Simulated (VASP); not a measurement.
# KCl (Sylvite) (Fm-3m) in VASP: further runs

KCl (Sylvite) is run at these levels: PBE-based screened hybrid; tasks: single point.

Program: VASP 6.6.1. These are calculated values, not measurements. Logs are shortened: lines on timing, memory, paths and dates and some standing lists are left out, and cuts for length are marked.

**1. The cell of the first run**

The structure is cubic, space group Fm-3m (No. 225). The conventional cell has a = 6.293 Å, b = 6.293 Å, c = 6.293 Å, α = 90.00°, β = 90.00°, γ = 90.00°. Within 4.1 Å of K (site symmetry m-3m) lie 6 Cl at 3.15 Å. Cl (site symmetry m-3m) has 6 K at 3.15 Å within 4.1 Å.

**2. Single point, PBE-based screened hybrid**

Contents of POSCAR:

```
KCl
1.0
    0.0000000000      3.1464700000      3.1464700000
    3.1464700000      0.0000000000      3.1464700000
    3.1464700000      3.1464700000      0.0000000000
K Cl
1 1
Direct
    0.0000000000      0.0000000000      0.0000000000
    0.5000000000      0.5000000000      0.5000000000
```

Contents of INCAR.step1:

```
SYSTEM = KCl
ALGO     = Normal         ! electronic algorithm
EDIFF    = 1E-5           ! SCF threshold, eV
ENCUT    = 520            ! plane-wave cutoff, eV
GGA      = PE             ! functional
ISIF     = 2              ! what is computed and relaxed
ISMEAR   = -1             ! smearing method
LASPH    = .True.         ! aspherical terms in the spheres
LCHARG   = .False.        ! write CHGCAR
LREAL    = .False.        ! projectors in reciprocal space
LWAVE    = .True.         ! write WAVECAR
NBANDS   = 15             ! bands
NELM     = 80             ! most SCF steps
PREC     = Accurate       ! precision mode
SIGMA    = 0.05           ! smearing width, eV
```

Contents of INCAR.step2:

```
SYSTEM = KCl
AEXX     = 0.3            ! exact-exchange fraction
ALGO     = Normal         ! electronic algorithm
EDIFF    = 1E-6           ! SCF threshold, eV
ENCUT    = 520            ! plane-wave cutoff, eV
GGA      = PE             ! functional
HFSCREEN = 0.2            ! screening, 1/A
ISIF     = 2              ! what is computed and relaxed
ISMEAR   = -1             ! smearing method
ISTART   = 1            
LASPH    = .True.         ! aspherical terms in the spheres
LCHARG   = .False.        ! write CHGCAR
LHFCALC  = .True.         ! exact exchange
LREAL    = .False.        ! projectors in reciprocal space
LWAVE    = .False.        ! write WAVECAR
NBANDS   = 15             ! bands
NELM     = 80             ! most SCF steps
PREC     = Accurate       ! precision mode
PRECFOCK = Normal       
SIGMA    = 0.05           ! smearing width, eV
```

Contents of KPOINTS:

```
k-points
0
Gamma
  4 4 4
  0 0 0
```

Potentials or basis: VASP PAW PBE potentials, release 64 (K_sv, Cl).

Launch:

```sh
cat potpaw_PBE.64/K_sv/POTCAR potpaw_PBE.64/Cl/POTCAR > POTCAR
cp INCAR.step1 INCAR
mpirun -np 1 vasp_std > vasp.out
cp INCAR.step2 INCAR
mpirun -np 1 vasp_std > vasp.out
```

OUTCAR:

```text
SYSTEM = KCl
   AEXX = 0.3
   EDIFF = 1E-6
   ENCUT = 520
   GGA = PE
   HFSCREEN = 0.2
   ISIF = 2
   ISMEAR = -1
   ISTART = 1
   LASPH = .True.
   LHFCALC = .True.
   LREAL = .False.
   NELM = 80
   PREC = Accurate
   PRECFOCK = Normal

 ion  position               nearest neighbor table
   1  0.000  0.000  0.000-   2 3.15   2 3.15   2 3.15   2 3.15   2 3.15   2 3.15
   2  0.500  0.500  0.500-   1 3.15   1 3.15   1 3.15   1 3.15   1 3.15   1 3.15

  LATTYP: Found a face centered cubic cell.
 ALAT       =     6.2929400000

  Lattice vectors:

 A1 = (   0.0000000000,   3.1464700000,   3.1464700000)
 A2 = (   3.1464700000,   0.0000000000,   3.1464700000)
 A3 = (   3.1464700000,   3.1464700000,   0.0000000000)

Analysis of symmetry for initial positions (statically):
=====================================================================
 Subroutine PRICEL returns:
 Original cell was already a primitive cell.

 Routine SETGRP: Setting up the symmetry group for a
 face centered cubic supercell.

 Subroutine GETGRP returns: Found 48 space group operations
 (whereof 48 operations were pure point group operations)
 out of a pool of 48 trial point group operations.

The static configuration has the point symmetry O_h .

Analysis of symmetry for dynamics (positions and initial velocities):
=====================================================================
 Subroutine PRICEL returns:
 Original cell was already a primitive cell.

 Routine SETGRP: Setting up the symmetry group for a
 face centered cubic supercell.

 Subroutine GETGRP returns: Found 48 space group operations
 (whereof 48 operations were pure point group operations)
 out of a pool of 48 trial point group operations.

The dynamic configuration has the point symmetry O_h .

 Subroutine INISYM returns: Found 48 space group operations
 (whereof 48 operations are pure point group operations),
 and found     1 'primitive' translations

----------------------------------------------------------------------------------------

                                     Primitive cell

  volume of cell :      62.3018

  direct lattice vectors                    reciprocal lattice vectors
     0.000000000  3.146470000  3.146470000    -0.158908237  0.158908237  0.158908237
     3.146470000  0.000000000  3.146470000     0.158908237 -0.158908237  0.158908237
     3.146470000  3.146470000  0.000000000     0.158908237  0.158908237 -0.158908237

  length of vectors
     4.449780548  4.449780548  4.449780548     0.275237140  0.275237140  0.275237140

  position of ions in fractional coordinates (direct lattice)
[... 8 lines left out ...]
----------------------------------------------------------------------------------------

 KPOINTS: k-points

Automatic generation of k-mesh.
 Grid dimensions read from file:
 generate k-points for:    4    4    4

 Generating k-lattice:

  Cartesian coordinates                     Fractional coordinates (reciprocal lattice)
    -0.039727059  0.039727059  0.039727059     0.250000000  0.000000000  0.000000000
     0.039727059 -0.039727059  0.039727059     0.000000000  0.250000000  0.000000000
     0.039727059  0.039727059 -0.039727059     0.000000000  0.000000000  0.250000000

  Length of vectors
     0.068809285  0.068809285  0.068809285

  Shift w.r.t. Gamma in fractional coordinates (k-lattice)
     0.000000000  0.000000000  0.000000000

 Subroutine IBZKPT returns following result:
 ===========================================

 Found      8 irreducible k-points:

 Following reciprocal coordinates:
            Coordinates               Weight
  0.000000  0.000000  0.000000      1.000000
  0.250000  0.000000  0.000000      8.000000
  0.500000  0.000000  0.000000      4.000000
  0.250000  0.250000  0.000000      6.000000
  0.500000  0.250000  0.000000     24.000000
 -0.250000  0.250000  0.000000     12.000000
  0.500000  0.500000  0.000000      3.000000
 -0.250000  0.500000  0.250000      6.000000
   k-points           NKPTS =      8   k-points in BZ     NKDIM =     64   number of bands    NBANDS=     15
   number of dos      NEDOS =    301   number of ions     NIONS =      2
   total plane-waves  NPLWV =  46656
   dimension x,y,z NGX =    36 NGY =   36 NGZ =   36
   dimension x,y,z NGXF=    72 NGYF=   72 NGZF=   72
   ions per type =               1   1
   NGX,Y,Z   is equivalent  to a cutoff of  13.45, 13.45, 13.45 a.u.
   NGXF,Y,Z  is equivalent  to a cutoff of  26.90, 26.90, 26.90 a.u.
 SYSTEM =  KCl
   PREC   = accura    normal or accurate (medium, high low for compatibility)
   ISTART =      1    job   : 0-new  1-cont  2-samecut
   ICHARG =      0    charge: 1-file 2-atom 10-const
   ISPIN  =      1    spin polarized calculation?
   LNONCOLLINEAR =      F non collinear calculations
   LSORBIT =      F    spin-orbit coupling
   LASPH  =      T    aspherical Exc in radial PAW
   ENCUT  =  520.0 eV  38.22 Ry    6.18 a.u.   8.27  8.27  8.27*2*pi/ulx,y,z
   NELM   =     80;   NELMIN=  2; NELMDL=  0     # of ELM steps
   EDIFF  = 0.1E-05   stopping-criterion for ELM
   LREAL  =      F    real-space projection
   EDIFFG = 0.1E-04   stopping-criterion for IOM
   NSW    =      0    number of steps for IOM
   IBRION =     -1    ionic relax: 0-MD 1-quasi-New 2-CG
   NFREE  =      0    steps in history (QN), initial steepest desc. (CG)
   ISIF   =      2    stress and relaxation
   ISYM   =      3    0-nonsym 1-usesym 2-fastsym
   POTIM  = 0.5000    time-step for ionic-motion
   TEBEG  =    0.0;   TEEND  =   0.0 temperature during run
   PSTRESS=    0.0 pullay stress
   NELECT =      16.0000    total number of electrons
   NUPDOWN=      -1.0000    fix difference up-down
   EMIN   =  10.00;   EMAX   =-10.00  energy-range for DOS
   EFERMI =   0.00;   METHOD = LEGACY
   ISMEAR =    -1;   SIGMA  =   0.05  broadening in eV -4-tet -1-fermi 0-gaus
   EFERMI_NEDOS =   21; number of points for ismear=-14 and -15
   IALGO  =     38    algorithm
   IMIX   =      1    mixing-type and parameters
     AMIX     =   0.40;   BMIX     =  1.00
     AMIX_MAG =   1.60;   BMIX_MAG =  1.00
  volume/ion in A,a.u.               =      31.15       210.22
  Fermi-wavevector in a.u.,A,eV,Ry     =   1.040594  1.966437 14.732871  1.082835
  Thomas-Fermi vector in A             =   2.175177
   LORBIT       =      0    0 simple, 1 ext, 2 COOP (PROOUT), +10 PAW based schemes
   GGA     = PE    functional components
   LHFCALC =     T    Hartree Fock is set to
   PRECFOCK=normal    Normal, Fast or Accurate (Low or Medium for compatibility)
   ENCUT4O =  -1.0   cutoff for four orbital integrals eV
   NKREDX  =     1    reduce k-point grid by
   NKREDY  =     1    reduce k-point grid by
   NKREDZ  =     1    reduce k-point grid by
   AEXX    =    0.3000 exact exchange contribution
   HFSCREEN=    0.2000 screening length (either q_TF or 0.3 A-1)
   HFSCREENC=   0.2000 screening length for correlation (either q_TF or 0.3 A-1)
   ENCUTFOCK=  -1.0 apply spherical cutoff to Coloumb kernel
   IVDW    =     0    specifies the selected vdW correction
   LEPSILON=     F    determine dielectric tensor
   LRPA    =     F    only Hartree local field effects (RPA)
 non-spin polarized calculation
  energy-cutoff  :      520.00
  volume of cell :       62.30
 maximum number of plane-waves:      1700
 NGX is ok and might be reduce to    36
  NGX = 28; NGY = 28; NGZ = 28

 number of electron      16.0000001 magnetization

 Free energy of the ion-electron system (eV)
  ---------------------------------------------------
  ext. energy  EPLUGINS =         0.00000000
  ---------------------------------------------------
  free energy    TOTEN  =        -8.10211133 eV

  energy without entropy =       -8.10211133  energy(sigma->0) =       -8.10211133

 E-fermi :  -1.9742     XC(G=0):  -6.0478

 val. band max:       -3.0482713500   @ k =   0.0000   0.0000   0.0000
 cond. band min:       3.7422160993   @ k =   0.0000   0.0000   0.0000
 fundamental gap:      6.7904874492
 Fermi energy:        -1.9742396391

 k-point     1 :       0.0000    0.0000    0.0000
  band No.  band energies     occupation
      1     -32.7222      2.00000
      2     -16.5414      2.00000
      3     -14.5589      2.00000
      4     -14.5589      2.00000
      5     -14.5589      2.00000
      6      -3.0483      2.00000
      7      -3.0483      2.00000
      8      -3.0483      2.00000
      9       3.7422      0.00000
     10       7.2046      0.00000
     11       7.2046      0.00000
     12       7.2046      0.00000
     13       8.2394      0.00000
     14       8.2394      0.00000
     15      11.4833      0.00000

 k-point     2 :       0.2500    0.0000    0.0000
  band No.  band energies     occupation
      1     -32.7166      2.00000
      2     -16.6197      2.00000
      3     -14.5621      2.00000
      4     -14.5621      2.00000
      5     -14.4442      2.00000
      6      -3.6533      2.00000
      7      -3.2220      2.00000
      8      -3.2220      2.00000
      9       5.0284      0.00000
     10       6.8973      0.00000
     11       8.0151      0.00000
     12       8.0151      0.00000
     13       9.0838      0.00000
     14       9.0838      0.00000
     15      12.7610      0.00000

 k-point     3 :       0.5000    0.0000    0.0000
  band No.  band energies     occupation
      1     -32.7111      2.00000
      2     -16.6909      2.00000
      3     -14.5652      2.00000
      4     -14.5652      2.00000
      5     -14.3357      2.00000
      6      -4.1556      2.00000
      7      -3.3859      2.00000
      8      -3.3859      2.00000
      9       6.1443      0.00000
     10       7.3802      0.00000
     11       9.6512      0.00000
     12       9.6512      0.00000
     13      10.1757      0.00000
     14      10.1757      0.00000
     15      11.3897      0.00000
[... 55 lines left out ...]
 k-point     7 :       0.5000    0.5000    0.0000
  band No.  band energies     occupation
      1     -32.7078      2.00000
      2     -16.4280      2.00000
      3     -14.7061      2.00000
      4     -14.6169      2.00000
      5     -14.6169      2.00000
      6      -3.7569      2.00000
      7      -3.2926      2.00000
      8      -3.2926      2.00000
      9       5.1496      0.00000
     10       7.0986      0.00000
     11       8.7580      0.00000
     12       9.3644      0.00000
     13       9.7630      0.00000
     14      11.0066      0.00000
     15      11.0066      0.00000

 k-point     8 :      -0.2500    0.5000    0.2500
  band No.  band energies     occupation
      1     -32.7077      2.00000
      2     -16.5118      2.00000
      3     -14.6612      2.00000
      4     -14.6612      2.00000
      5     -14.4773      2.00000
      6      -3.5605      2.00000
      7      -3.5550      2.00000
      8      -3.5550      2.00000
      9       6.7277      0.00000
     10       6.7277      0.00000
     11       8.2719      0.00000
     12       8.8914      0.00000
     13      11.0110      0.00000
     14      11.0338      0.00000
     15      11.0444      0.00000

------------------------ aborting loop because EDIFF is reached ----------------------------------------

  FORCE on cell =-STRESS in cart. coord.  units (eV):
  Direction    XX          YY          ZZ          XY          YZ          ZX
  --------------------------------------------------------------------------------------
  -------------------------------------------------------------------------------------
  Total        0.1636410      0.1636410      0.1636410      0.0000000      0.0000000      0.0000000
  in kB        4.2082543      4.2082543      4.2082543      0.0000000      0.0000000      0.0000000
  external PRESSURE =       4.2082543 kB  Pullay stress =       0.0000000 kB

 VOLUME and BASIS-vectors are now :
 -----------------------------------------------------------------------------
  energy-cutoff  :      520.00
  volume of cell :       62.30
      direct lattice vectors                 reciprocal lattice vectors
     0.000000000  3.146470000  3.146470000    -0.158908237  0.158908237  0.158908237
     3.146470000  0.000000000  3.146470000     0.158908237 -0.158908237  0.158908237
     3.146470000  3.146470000  0.000000000     0.158908237  0.158908237 -0.158908237

 POSITION                                       TOTAL-FORCE (eV/Angst)
 -----------------------------------------------------------------------------------
      0.00000      0.00000      0.00000        -0.000000      0.000000      0.000000
      3.14647      3.14647      3.14647         0.000000     -0.000000     -0.000000
 -----------------------------------------------------------------------------------
    total drift:                                0.000000     -0.000000     -0.000000

  FREE ENERGIE OF THE ION-ELECTRON SYSTEM (eV)
  ---------------------------------------------------
  free  energy   TOTEN  =        -8.1021113323 eV

  energy  without entropy=       -8.1021113322  energy(sigma->0) =       -8.10211133
```

Wall time 9.5 min (1 thread of Oxide Virtual Turin-like, shared host); peak memory 0.28 GiB.

What came out:

```yaml
Free_energy: -8.1021 eV
Pressure: 0.4 GPa
Band_gap_on_the_k_mesh: 6.79 eV, direct
```

Levels at points of the mesh, in eV from the valence-band top:
```tsv
k point	band 5	band 6	band 7	band 8	band 9	band 10	band 11	band 12
(0.00, 0.00, 0.00)	-11.51	0.00	0.00	0.00	6.79	10.25	10.25	10.25
(0.50, 0.00, 0.00)	-11.29	-1.11	-0.34	-0.34	9.19	10.43	12.70	12.70
(0.50, 0.50, 0.00)	-11.57	-0.71	-0.24	-0.24	8.20	10.15	11.81	12.41
```

Caveat: the k points lie up to 0.43 Å⁻¹ apart; the PAW data sets were made with another functional, which shifts forces and pressure a little.

**3. Single point, PBE-based screened hybrid**

POSCAR is that of step 2.

Contents of INCAR.step1:

```
SYSTEM = KCl
PREC = Accurate
ENCUT = 520
EDIFF = 1E-5
ISMEAR = -1
SIGMA = 0.05
LREAL = .False.
LASPH = .True.
NELM = 80
ALGO = Normal
ISIF = 2
LWAVE = .True.
LCHARG = .False.
GGA = PE
NBANDS = 15
```

Contents of INCAR.step2:

```
SYSTEM = KCl
PREC = Accurate
ENCUT = 520
EDIFF = 1E-6
ISMEAR = -1
SIGMA = 0.05
LREAL = .False.
LASPH = .True.
NELM = 80
ALGO = Normal
ISIF = 2
LWAVE = .False.
LCHARG = .False.
GGA = PE
LHFCALC = .True.
AEXX = 0.4
HFSCREEN = 0.2
PRECFOCK = Normal
ISTART = 1
NBANDS = 15
```

Contents of KPOINTS:

```
Automatic mesh
0
Gamma
  4 4 4
  0 0 0
```

Potentials or basis: VASP PAW PBE potentials, release 64 (K_sv, Cl).

Launch:

```sh
cat potpaw_PBE.64/K_sv/POTCAR potpaw_PBE.64/Cl/POTCAR > POTCAR
cp INCAR.step1 INCAR
mpirun -np 1 vasp_std > vasp.out
cp INCAR.step2 INCAR
mpirun -np 1 vasp_std > vasp.out
```

It took 7.4 min on 1 thread of Oxide Virtual Turin-like, shared host; peak memory 0.28 GiB.

It converged, with:

- Free energy: -8.5477 eV
- Pressure: 0.3 GPa
- Band gap on the k mesh: 7.34 eV, direct

Levels at points of the mesh, in eV from the valence-band top:
```
           k point  band 5  band 6  band 7  band 8  band 9  band 10  band 11  band 12
(0.00, 0.00, 0.00)  -11.78    0.00    0.00    0.00    7.34    10.88    10.88    10.88
(0.50, 0.00, 0.00)  -11.56   -1.12   -0.34   -0.34    9.73    11.04    13.42    13.42
(0.50, 0.50, 0.00)  -11.84   -0.72   -0.25   -0.25    8.76    10.75    12.39    13.14
```

Caveat: the k points lie up to 0.43 Å⁻¹ apart; the PAW data sets were made with another functional, which shifts forces and pressure a little.
